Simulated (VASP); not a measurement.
# AlNi: relaxation of cell and atoms with PBEsol-based global hybrid with 25 % exact exchange

AlNi:

```xyz
2
Lattice="2.8810 0.0000 0.0000 0.0000 2.8810 0.0000 0.0000 0.0000 2.8810" Properties=species:S:1:pos:R:3 pbc="T T T"
Ni    1.4405    1.4405    1.4405
Al    0.0000    0.0000    0.0000
```

* Program: VASP 6.6.1
* Task: relaxation of cell and atoms
* Functional: PBEsol-based global hybrid with 25 % exact exchange
* Potentials or basis: VASP PAW PBE potentials, release 64 (Ni, Al)
* Cutoff: 600 eV
* k mesh: 5 × 5 × 5
* Occupations: fermi-dirac, width 0.05 eV
* Spin: collinear spin, ferromagnetic start
* Starting moments: [1.0, 0.0] μB
* Dipole correction: no
* Grid for exact exchange (PRECFOCK): Normal
* Share of exact exchange: 0.25
* Further INCAR settings: ALGO = Normal; EDIFF = 1e-06; IBRION = 2; EDIFFG = -0.01; NSW = 60; ISIF = 3

```json
{
 "Relaxed volume": "11.56 Å³/atom",
 "Relaxed cell": "a = 2.849 Å, b = 2.849 Å, c = 2.849 Å, α = 90.00°, β = 90.00°, γ = 90.00°",
 "Space group after relaxing (to 0.1 Å)": "Pm-3m (No. 221)",
 "Energy gained by relaxing": "7.1 meV/atom",
 "Ionic steps": "3",
 "Pressure after relaxing": "0.0 GPa",
 "Net moment": "0.06 μB per cell",
 "Site moments": "Ni +0.06; Al +0.00 μB",
 "Valence electrons inside the program's atomic spheres": "Ni 9.63; Al 0.89"
}
```

Step by step:
```
step  energy change (eV)  largest force (eV/Å)  pressure (GPa)  volume (Å³)
   1              0.0000                0.0000           -5.66        23.91
   2             -0.0036                0.0000            5.39        22.48
   3             -0.0142                0.0000           -0.04        23.13
```

Final structure:
```cif
data_structure
_symmetry_space_group_name_H-M 'P 1'
_symmetry_Int_Tables_number 1
_cell_length_a 2.8492
_cell_length_b 2.8492
_cell_length_c 2.8492
_cell_angle_alpha 90.000
_cell_angle_beta 90.000
_cell_angle_gamma 90.000
_cell_volume 23.13
loop_
_atom_site_label
_atom_site_type_symbol
_atom_site_fract_x
_atom_site_fract_y
_atom_site_fract_z
_atom_site_occupancy
Ni1 Ni 0.50000 0.50000 0.50000 1
Al1 Al 0.00000 0.00000 0.00000 1
```

Levels at points of the mesh, in eV from the Fermi level:
Spin up:
```tsv
k point	band 3	band 4	band 5	band 6	band 7	band 8	band 9	band 10
(0.00, 0.00, 0.00)	-4.55	-2.50	-2.50	-2.50	7.24	7.24	7.24	10.01
```
Spin down:
| k point | band 2 | band 3 | band 4 | band 5 | band 6 | band 7 | band 8 | band 9 | band 10 | band 11 |
| --- | --- | --- | --- | --- | --- | --- | --- | --- | --- | --- |
| (0.00, 0.00, 0.00) | -4.39 | -4.39 | -2.44 | -2.44 | -2.44 | 7.24 | 7.24 | 7.24 | 10.07 | 10.07 |

Wall time 49 min on 1 thread of Intel Xeon 8259CL, with other jobs on the host, peak memory 0.17 GiB.

Caveat: the k points lie up to 0.44 Å⁻¹ apart in the final cell; the PAW data sets were made with another functional, which shifts forces and pressure a little.
